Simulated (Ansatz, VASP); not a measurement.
**AlNi in VASP and in Ansatz**

```xyz
2
Lattice="2.8599 0.0000 0.0000 0.0000 2.8599 0.0000 0.0000 0.0000 2.8700" Properties=species:S:1:pos:R:3 pbc="T T T"
Al    0.0000    0.0000    0.0000
Ni    1.4300    1.4300    1.4350
```

Alike in both runs: task single point; functional r2SCAN; k mesh 18 × 18 × 18; occupations gaussian, width 0.1 eV; no spin polarisation.

```csv
,VASP,Ansatz
version,VASP 6.6.1,Ansatz 0.2.0
potentials or method,"VASP PAW PBE potentials, release 64 (Al, Ni), cutoff 520 eV","scalar-relativistic, plane waves, PAW"
valence electrons in the cell,13,21
```

```tsv
	VASP	Ansatz	Ansatz less VASP
gap on the k mesh at the Fermi level (eV)	none	none	-
pressure (GPa)	-0.3	0.0	+0.26
traceless stress, the component that is largest in VASP (GPa)	-0.17	-0.16	+0.004
```

VASP's potentials were made for PBE, not for r2SCAN. A gap of «none» marks a metal or a gap that the smearing closes. With one functional, cell and mesh, what is left measures potentials, basis and numerics. VASP's potentials hold 13 valence electrons a cell and Ansatz's 21, so a difference there can come from the potentials and not from the codes.
